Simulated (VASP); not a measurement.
# HW8C8 in VASP: a series of runs

The runs below take HW8C8 through single point, with r2SCAN+D3(BJ).

Everything below comes from runs of VASP 6.6.1. Logs are shortened: lines on timing, memory, paths and dates and some standing lists are left out, and cuts for length are marked.

## Step 1: The cell of the first run

The cell holds a slab with vacuum, 17 atoms: a = 5.803 Å, b = 5.803 Å, c = 15.251 Å, α = 90.00°, β = 90.00°, γ = 120.00°.

## Step 2: Single point, r2SCAN+D3(BJ)

Input file POSCAR:

```
HW8C8
1.0
    5.8034000000      0.0000000000      0.0000000000
   -2.9017000000      5.0258920000      0.0000000000
    0.0000000000      0.0000000000     15.2508500000
W C H
8 8 1
Direct
    0.0000000000      0.0000000000      0.0655701158
    0.0008106084     -0.0123361186      0.2542284528
    0.0000040393      0.4999908474      0.0655701158
    0.0044142384      0.4954742362      0.2544972903
    0.5000000000      0.0000000000      0.0655701158
    0.4975400591     -0.0049543444      0.2544382772
    0.4999868081      0.4999908474      0.0655701158
    0.4929819551      0.4972848601      0.2517958015
    0.3516439700      0.1719097824      0.1385103125
    0.3210048812      0.1614638755      0.3226967677
    0.3469275552      0.6528791307      0.1507194681
    0.3265739604      0.6632454498      0.3251031910
    0.8320917598      0.1503812657      0.1370743270
    0.8510330456      0.1847831191      0.3253195724
    0.8347502839      0.6563014088      0.1479655232
    0.8119712756      0.6708460906      0.3364927201
    0.7434472298      0.5887313138      0.4051643023
```

Input file INCAR.step1:

```
  ALGO = Normal
  EDIFF = 1E-4
  ENCUT = 520
  GGA = PE
  ISMEAR = -1
  LASPH = True
  LCHARG = False
  LREAL = Auto
  LWAVE = True
  NBANDS = 86
  NELM = 60
  PREC = Accurate
  SIGMA = 0.15
```

Input file INCAR.step2:

```
  ALGO = Normal
  EDIFF = 1E-7
  ENCUT = 520
  ISIF = 2
  ISMEAR = -1
  ISTART = 1
  IVDW = 12
  LASPH = True
  LCHARG = False
  LMIXTAU = True
  LREAL = Auto
  LWAVE = False
  METAGGA = R2SCAN
  NBANDS = 86
  NELM = 60
  PREC = Accurate
  SIGMA = 0.15
  VDW_A1 = 0.49484001
  VDW_A2 = 5.73083694
  VDW_S6 = 1.0
  VDW_S8 = 0.78981345
```

Input file KPOINTS:

```
k-points
0
Gamma
  3 3 1
```

Potentials or basis: VASP PAW PBE potentials, release 64 (W_sv, C, H).

On the command line:

```
> cat potpaw_PBE.64/W_sv/POTCAR potpaw_PBE.64/C/POTCAR potpaw_PBE.64/H/POTCAR > POTCAR
> cp INCAR.step1 INCAR
> mpirun -np 1 vasp_std > vasp.out
> cp INCAR.step2 INCAR
> mpirun -np 1 vasp_std > vasp.out
```

OUTCAR:

```text
EDIFF = 1E-7
   ENCUT = 520
   ISIF = 2
   ISMEAR = -1
   ISTART = 1
   IVDW = 12
   LASPH = True
   LREAL = Auto
   METAGGA = R2SCAN
   NELM = 60
   PREC = Accurate
 IVDW          = 12

 ion  position               nearest neighbor table
   1  0.000  0.000  0.066-  13 1.94   9 2.09  15 2.14   2 2.88   7 2.90   3 2.90   5 2.90   5 2.90
                             3 2.90   7 2.90
   2  0.001  0.988  0.254-  10 1.92  16 2.03  14 2.06  15 2.32  13 2.44   9 2.50   6 2.86   4 2.87
                             1 2.88   8 2.90   8 2.91   4 2.94   6 2.94
   3  0.000  0.500  0.066-  15 2.05  13 2.07  11 2.18   4 2.88   7 2.90   1 2.90   5 2.90   5 2.90
                             1 2.90   7 2.90
   4  0.004  0.495  0.254-  14 1.90  12 1.94  16 2.23  15 2.32  11 2.34  13 2.49   8 2.83   2 2.87
                             6 2.88   3 2.88   6 2.92   2 2.94   8 2.97
   5  0.500  0.000  0.066-   9 1.96  13 2.00  11 2.18   6 2.88   7 2.90   3 2.90   1 2.90   1 2.90
                             3 2.90   7 2.90
   6  0.498  0.995  0.254-  12 1.99  10 2.01  14 2.08  11 2.34   9 2.40  13 2.46   2 2.86   8 2.88
                             5 2.88   4 2.88   4 2.92   8 2.93   2 2.94
   7  0.500  0.500  0.066-   9 1.99  11 2.01  15 2.10   8 2.84   3 2.90   1 2.90   5 2.90   5 2.90
                             1 2.90   3 2.90
   8  0.493  0.497  0.252-  10 2.00  12 2.01  16 2.06  11 2.16  15 2.34   9 2.38   4 2.83   7 2.84
                             6 2.88   2 2.90   2 2.91   6 2.93   4 2.97
   9  0.352  0.172  0.139-   5 1.96   7 1.99   1 2.09   8 2.38   6 2.40   2 2.50
  10  0.321  0.161  0.323-   2 1.92   8 2.00   6 2.01
  11  0.347  0.653  0.151-   7 2.01   8 2.16   3 2.18   5 2.18   6 2.34   4 2.34
  12  0.327  0.663  0.325-   4 1.94   6 1.99   8 2.01
  13  0.832  0.150  0.137-   1 1.94   5 2.00   3 2.07   2 2.44   6 2.46   4 2.49
  14  0.851  0.185  0.325-   4 1.90   2 2.06   6 2.08
  15  0.835  0.656  0.148-   3 2.05   7 2.10   1 2.14   4 2.32   2 2.32   8 2.34
  16  0.812  0.671  0.336-  17 1.14   2 2.03   8 2.06   4 2.23
  17  0.743  0.589  0.405-  16 1.14

  LATTYP: Found a hexagonal cell.
 ALAT       =     5.8034000000
 C/A-ratio  =     2.6279163938

  Lattice vectors:

 A1 = (   5.8034000000,   0.0000000000,   0.0000000000)
 A2 = (  -2.9017000000,   5.0258920000,   0.0000000000)
 A3 = (   0.0000000000,   0.0000000000,  15.2508500000)

Analysis of symmetry for initial positions (statically):
=====================================================================
 Subroutine PRICEL returns:
 Original cell was already a primitive cell.

 Routine SETGRP: Setting up the symmetry group for a
 hexagonal supercell.

 Subroutine GETGRP returns: Found  1 space group operations
 (whereof  1 operations were pure point group operations)
 out of a pool of 24 trial point group operations.

The static configuration has the point symmetry C_1 .

Analysis of symmetry for dynamics (positions and initial velocities):
=====================================================================
 Subroutine PRICEL returns:
 Original cell was already a primitive cell.

 Routine SETGRP: Setting up the symmetry group for a
 hexagonal supercell.

 Subroutine GETGRP returns: Found  1 space group operations
 (whereof  1 operations were pure point group operations)
 out of a pool of 24 trial point group operations.

The dynamic configuration has the point symmetry C_1 .

 Subroutine INISYM returns: Found  1 space group operations
 (whereof  1 operations are pure point group operations),
 and found     1 'primitive' translations

----------------------------------------------------------------------------------------

                                     Primitive cell

  volume of cell :     444.8255

  direct lattice vectors                    reciprocal lattice vectors
     5.803400000  0.000000000  0.000000000     0.172312782  0.099484828  0.000000000
    -2.901700000  5.025892000  0.000000000     0.000000000  0.198969656  0.000000000
     0.000000000  0.000000000 15.250850000     0.000000000  0.000000000  0.065570116

  length of vectors
     5.803400000  5.803400149 15.250850000     0.198969661  0.198969656  0.065570116

  position of ions in fractional coordinates (direct lattice)
     0.000000000  0.000000000  0.065570116
     0.000810608  0.987663881  0.254228453
     0.000004039  0.499990847  0.065570116
     0.004414238  0.495474236  0.254497290
     0.500000000  0.000000000  0.065570116
     0.497540059  0.995045656  0.254438277
[... 9 lines left out ...]
     0.811971276  0.670846091  0.336492720
     0.743447230  0.588731314  0.405164302

  ion indices of the primitive-cell ions
   primitive index   ion index
                 1           1
                 2           2
                 3           3
                 4           4
                 5           5
                 6           6
[... 9 lines left out ...]
                16          16
                17          17

----------------------------------------------------------------------------------------

 KPOINTS: k-points

Automatic generation of k-mesh.
 Grid dimensions read from file:
 generate k-points for:    3    3    1

 Generating k-lattice:

  Cartesian coordinates                     Fractional coordinates (reciprocal lattice)
     0.057437594  0.033161609  0.000000000     0.333333333  0.000000000  0.000000000
     0.000000000  0.066323219  0.000000000     0.000000000  0.333333333  0.000000000
     0.000000000  0.000000000  0.065570116     0.000000000  0.000000000  1.000000000

  Length of vectors
     0.066323220  0.066323219  0.065570116

  Shift w.r.t. Gamma in fractional coordinates (k-lattice)
     0.000000000  0.000000000  0.000000000

 Subroutine IBZKPT returns following result:
 ===========================================

 Found      5 irreducible k-points:

 Following reciprocal coordinates:
            Coordinates               Weight
  0.000000  0.000000  0.000000      1.000000
  0.333333  0.000000  0.000000      2.000000
  0.000000  0.333333  0.000000      2.000000
 -0.333333  0.333333  0.000000      2.000000
  0.333333  0.333333  0.000000      2.000000
   k-points           NKPTS =      5   k-points in BZ     NKDIM =      5   number of bands    NBANDS=     86
   number of dos      NEDOS =    301   number of ions     NIONS =     17
   total plane-waves  NPLWV = 276480
   dimension x,y,z NGX =    48 NGY =   48 NGZ =  120
   dimension x,y,z NGXF=    96 NGYF=   96 NGZF=  240
   ions per type =               8   8   1
   NGX,Y,Z   is equivalent  to a cutoff of  13.75, 13.75, 13.08 a.u.
   NGXF,Y,Z  is equivalent  to a cutoff of  27.50, 27.50, 26.16 a.u.
 SYSTEM =  unknown system
   PREC   = accura    normal or accurate (medium, high low for compatibility)
   ISTART =      1    job   : 0-new  1-cont  2-samecut
   ICHARG =      0    charge: 1-file 2-atom 10-const
   ISPIN  =      1    spin polarized calculation?
   LNONCOLLINEAR =      F non collinear calculations
   LSORBIT =      F    spin-orbit coupling
   LASPH  =      T    aspherical Exc in radial PAW
   ENCUT  =  520.0 eV  38.22 Ry    6.18 a.u.  10.79 10.79 28.36*2*pi/ulx,y,z
   NELM   =     60;   NELMIN=  2; NELMDL=  0     # of ELM steps
   EDIFF  = 0.1E-06   stopping-criterion for ELM
   LREAL  =      T    real-space projection
   EDIFFG = 0.1E-05   stopping-criterion for IOM
   NSW    =      0    number of steps for IOM
   IBRION =     -1    ionic relax: 0-MD 1-quasi-New 2-CG
   NFREE  =      0    steps in history (QN), initial steepest desc. (CG)
   ISIF   =      2    stress and relaxation
   ISYM   =      2    0-nonsym 1-usesym 2-fastsym
   POTIM  = 0.5000    time-step for ionic-motion
   TEBEG  =    0.0;   TEEND  =   0.0 temperature during run
   PSTRESS=    0.0 pullay stress
   NELECT =     145.0000    total number of electrons
   NUPDOWN=      -1.0000    fix difference up-down
   EMIN   =  10.00;   EMAX   =-10.00  energy-range for DOS
   EFERMI =   0.00;   METHOD = LEGACY
   ISMEAR =    -1;   SIGMA  =   0.15  broadening in eV -4-tet -1-fermi 0-gaus
   EFERMI_NEDOS =   21; number of points for ismear=-14 and -15
   IALGO  =     38    algorithm
   IMIX   =      4    mixing-type and parameters
     AMIX     =   0.40;   BMIX     =  1.00
     AMIX_MAG =   1.60;   BMIX_MAG =  1.00
  volume/ion in A,a.u.               =      26.17       176.58
  Fermi-wavevector in a.u.,A,eV,Ry     =   1.126681  2.129118 17.271369  1.269410
  Thomas-Fermi vector in A             =   2.263364
   LORBIT       =      0    0 simple, 1 ext, 2 COOP (PROOUT), +10 PAW based schemes
   METAGGA = R2SCAN    functional components
   LHFCALC =     F    Hartree Fock is set to
   AEXX    =    0.0000 exact exchange contribution
   IVDW    =    12    specifies the selected vdW correction
   LEPSILON=     F    determine dielectric tensor
   LRPA    =     F    only Hartree local field effects (RPA)
 non-spin polarized calculation
  energy-cutoff  :      520.00
  volume of cell :      444.83
 maximum number of plane-waves:     11985
 NGX is ok and might be reduce to    48
   NGX = 21   NGY = 21   NGZ = 57

 number of electron     144.9999997 magnetization

 Free energy of the ion-electron system (eV)
  ---------------------------------------------------
  ext. energy  EPLUGINS =         0.00000000
  ---------------------------------------------------
  free energy    TOTEN  =      -478.27891233 eV

  energy without entropy =     -477.91208675  energy(sigma->0) =     -478.09549954

 E-fermi :   0.8885     XC(G=0):  -6.8196

 val. band max:        0.7304890401   @ k =   0.0000   0.3333   0.0000
 cond. band min:       1.0497953379   @ k =   0.0000   0.0000   0.0000
 fundamental gap:      0.3193062978
 Fermi energy:         0.8885266103

 k-point     1 :       0.0000    0.0000    0.0000
  band No.  band energies     occupation
      1     -75.1592      2.00000
      2     -75.0620      2.00000
      3     -74.9626      2.00000
      4     -74.9262      2.00000
      5     -74.8818      2.00000
      6     -74.8257      2.00000
[... 424 lines left out ...]
     83       3.5116      0.00000
     84       3.5350      0.00000
 [bands above 84 left out]

------------------------ aborting loop because EDIFF is reached ----------------------------------------

 Edisp (eV)   -1.95624

 E8    (eV) :    -0.7358

  FORCE on cell =-STRESS in cart. coord.  units (eV):
  Direction    XX          YY          ZZ          XY          YZ          ZX
  --------------------------------------------------------------------------------------
  -------------------------------------------------------------------------------------
  Total      12.72408    10.43895     4.24199    -0.46358     2.11215    -0.03991
  in kB      45.82974    37.59912    15.27883    -1.66972     7.60756    -0.14376
  external pressure =       32.90 kB  Pullay stress =        0.00 kB

 VOLUME and BASIS-vectors are now :
 -----------------------------------------------------------------------------
  energy-cutoff  :      520.00
  volume of cell :      444.83
      direct lattice vectors                 reciprocal lattice vectors
     5.803400000  0.000000000  0.000000000     0.172312782  0.099484828  0.000000000
    -2.901700000  5.025892000  0.000000000     0.000000000  0.198969656  0.000000000
     0.000000000  0.000000000 15.250850000     0.000000000  0.000000000  0.065570116

 POSITION                                       TOTAL-FORCE (eV/Angst)
 -----------------------------------------------------------------------------------
      0.00000      0.00000      1.00000         1.399226     -1.259954     -2.026652
     -2.86120      4.96389      3.87720        -2.009633      0.497839     -0.217385
     -1.45080      2.51290      1.00000         0.630327      0.143185     -0.934102
     -1.41210      2.49020      3.88130        -1.843003      0.550536     -1.498847
      2.90170      0.00000      1.00000         0.586065     -1.418991     -2.096856
      0.00010      5.00099      3.88040         1.009414      1.063976     -0.554594
[... 9 lines left out ...]
      2.76560      3.37160      5.13180         0.955138     -1.307495      0.490558
      2.60620      2.95890      6.17910         0.522933      1.253403     -1.084683
 -----------------------------------------------------------------------------------
    total drift:                               -0.007734     -0.021771      0.018386

  FREE ENERGIE OF THE ION-ELECTRON SYSTEM (eV)
  ---------------------------------------------------
  free  energy   TOTEN  =      -480.2351553264 eV

  energy  without entropy=     -479.8683297432  energy(sigma->0) =     -480.05174253
```

Wall time 19 min (1 thread of Intel Xeon 6975P-C (Granite Rapids), shared host); peak memory 0.72 GiB.

What came out:

```yaml
Free_energy: -480.2352 eV
Largest_force: 4.022 eV/Å
Band_gap_on_the_k_mesh: zero (an odd number of electrons rules out a gap without spin polarisation)
Dispersion_energy_per_atom: -0.115 eV
```

Forces in eV/Å, atoms in the order of the input:
```
W    1.399 -1.260 -2.027
W   -2.010  0.498 -0.217
W    0.630  0.143 -0.934
W   -1.843  0.551 -1.499
W    0.586 -1.419 -2.097
W    1.009  1.064 -0.555
W    0.749  0.534 -2.102
W    1.188 -0.580 -0.461
C   -1.228 -0.888  3.299
C    0.636  0.176  0.609
C   -2.033  1.043  0.420
C    0.447  0.504  0.943
C   -0.515  1.275  3.780
C   -0.362 -2.177 -0.094
C   -0.133  0.589  1.529
C    0.955 -1.307  0.491
H    0.523  1.253 -1.085
```

Caveat: the k points lie up to 0.42 Å⁻¹ apart, too coarse for converged energies and pressures of a metal; there is no dipole correction, which matters where the two faces differ; the PAW data sets were made with another functional, which shifts forces and pressure a little; spin-orbit coupling is left out, which moves the levels of the heavy elements.

[end of part 1 of 2]

The gap in the log of VASP goes by the Fermi energy; the results here count the filled bands.